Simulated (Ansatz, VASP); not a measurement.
# BiB2 in VASP and in Ansatz

File INCAR:

```
ALGO = Normal
EDIFF = 1E-7
EDIFFG = -0.04
ENCUT = 600
GGA = PE
IBRION = 2
ISIF = 3
ISMEAR = 0
LASPH = T
LCHARG = F
LREAL = F
LWAVE = F
NELM = 100
NSW = 90
PREC = Accurate
SIGMA = 0.1
```

Contents of KPOINTS:

```
k-points
0
Gamma
  4 4 8
```

Contents of POSCAR:

```
BiB2
1.0
    6.3062977000      0.0000000000      0.0000000000
    0.0000000000      6.3062977000      0.0000000000
    0.0000000000      0.0000000000      2.3124215800
B Bi
4 2
Direct
    0.1767953900      0.3232046100      0.0000000000
    0.3232046100      0.8232046100      0.0000000000
    0.8232046100      0.6767953900      0.0000000000
    0.6767953900      0.1767953900      0.0000000000
    0.0000000000      0.0000000000      0.0000000000
    0.5000000000      0.5000000000      0.0000000000
```

Input for Ansatz:

```yaml
crystal:
  lattice:
    - [6.3062977, 0.0, 0.0]
    - [0.0, 6.3062977, 0.0]
    - [0.0, 0.0, 2.31242158]
  atoms:
    - { symbol: B, position: [0.17679539, 0.32320461, 0.0] }
    - { symbol: B, position: [0.32320461, 0.82320461, 0.0] }
    - { symbol: B, position: [0.82320461, 0.67679539, 0.0] }
    - { symbol: B, position: [0.67679539, 0.17679539, 0.0] }
    - { symbol: Bi, position: [0.0, 0.0, 0.0] }
    - { symbol: Bi, position: [0.5, 0.5, 0.0] }
basis:
  ecutwfc: 420
kpoints:
  mp_grid: { grid: [4, 4, 8] }
hamiltonian:
  xc: pbe
scf:
  occupations: { method: gaussian, width: 0.1 }
  lower_state_search: "off"
output:
  forces: true
  stress: true
  eigenvalues: true
relax:
  adjacent_minimum: "off"
  f_tol: 0.04
  max_steps: 70
  cell: { stress_tol: 0.4 }
```

Alike in both runs: task relaxation of cell and atoms; functional PBE; k mesh 4 × 4 × 8; occupations gaussian, width 0.1 eV; no spin polarisation.

```csv
,VASP,Ansatz
version,VASP 6.6.1,Ansatz 0.2.0
potentials or method,"VASP PAW PBE potentials, release 64 (B, Bi_d), cutoff 600 eV","scalar-relativistic, plane waves, PAW"
valence electrons in the cell,42,42
```

```csv
,VASP,Ansatz,Ansatz less VASP
"gap on the k mesh at the Fermi level, each at its own relaxed structure (eV)",none,none,-
relaxed volume (Å³/atom),17.79,17.86,+0.075
relaxed length of the cell vector where the two differ most in proportion (Å),3.037,3.046,+0.0095
```

A gap of «none» marks a metal or a gap that the smearing closes.

Neither program's run includes spin-orbit coupling. Noted on VASP's run: the volume moved by over 15 % at a fixed basis, so the end points are rough.
